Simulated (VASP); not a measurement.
Runs of VASP 6.6.1 on Mg5O. The structure is that of space group P6_3/mmc (No. 194), or close to it. The cells are those of the table. 

```tsv
task	cell	k mesh	cutoff (eV)	smearing	gap on the mesh (eV)	pressure (GPa)	relaxed volume (Å³/atom)	largest force (eV/Å)
single point	a = 3.148, b = 3.148, c = 25.587 Å, angles 90.0, 90.0, 120.0°, 12 atoms	12 × 12 × 2	520	gaussian 0.1 eV	none	-0.2	-	0.02
relaxation of cell and atoms	relaxed from a = 3.150, b = 3.150, c = 25.591 Å, angles 90.0, 90.0, 120.0°, 12 atoms	12 × 12 × 2	600	gaussian 0.1 eV	none	0.0	18.20	0.01
single point	a = 3.150, b = 3.150, c = 25.591 Å, angles 90.0, 90.0, 120.0°, 12 atoms	6 × 6 × 1	520	gaussian 0.2 eV	none	-0.1	-	0.01
relaxation of cell and atoms	relaxed from a = 3.150, b = 3.150, c = 22.400 Å, angles 90.0, 90.0, 120.0°, 12 atoms	6 × 6 × 1	600	gaussian 0.2 eV	none	-0.1	(a)	0.07
```

Alike in all rows: level PBE; potentials or basis VASP PAW PBE potentials, release 64 (Mg, O); no spin polarisation.

Task: Estimate the missing entries.

Result: (a) 18.32.

Caveats: some runs use coarse meshes; the relaxation stopped at a loose force limit of 0.08 eV/Å, so its end isn't a converged minimum (some runs).

A gap of «none» marks levels without a gap at the run's occupations.
